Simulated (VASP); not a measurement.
Input of a VASP 6.6.1 run:

File INCAR:

```
SYSTEM = Ta
PREC     = Accurate       ! precision mode
ENCUT    = 520            ! plane-wave cutoff, eV
EDIFF    = 1E-7           ! SCF threshold, eV
ISMEAR   = 0              ! smearing method
SIGMA    = 0.15           ! smearing width, eV
LREAL    = .FALSE.        ! projectors in reciprocal space
LASPH    = .TRUE.         ! aspherical terms in the spheres
NELM     = 80             ! most SCF steps
ALGO     = Fast           ! electronic algorithm
ISIF     = 2              ! what is computed and relaxed
LWAVE    = .FALSE.        ! write WAVECAR
LCHARG   = .FALSE.        ! write CHGCAR
GGA      = PS             ! functional
NBANDS   = 12             ! bands
```

File KPOINTS:

```
regular mesh
0
G
  20 20 20
  0 0 0
```

The input POSCAR:

```
Ta
1.0
   -1.6402286350      1.6402286350      1.8862629302
    1.6402286350     -1.6402286350      1.8862629302
    1.6402286350      1.6402286350     -1.8862629302
Ta
1
Direct
    0.0000000000      0.0000000000      0.0000000000
```

Potentials or basis: VASP PAW PBE potentials, release 64 (Ta_pv).

Run with:

```console
$ cat potpaw_PBE.64/Ta_pv/POTCAR > POTCAR
$ mpirun -np 1 vasp_std > vasp.out
```

Estimate the pressure.

-20.9 GPa.

Stress tensor (GPa, compression positive):
```
-18.03   0.00   0.00
  0.00 -18.03   0.00
  0.00   0.00 -26.62
```

Caveat: the cell differs from its parent crystal (normal strain along x +0.0000, normal strain along z +0.1500); the PAW data sets were made with another functional, which shifts forces and pressure a little.
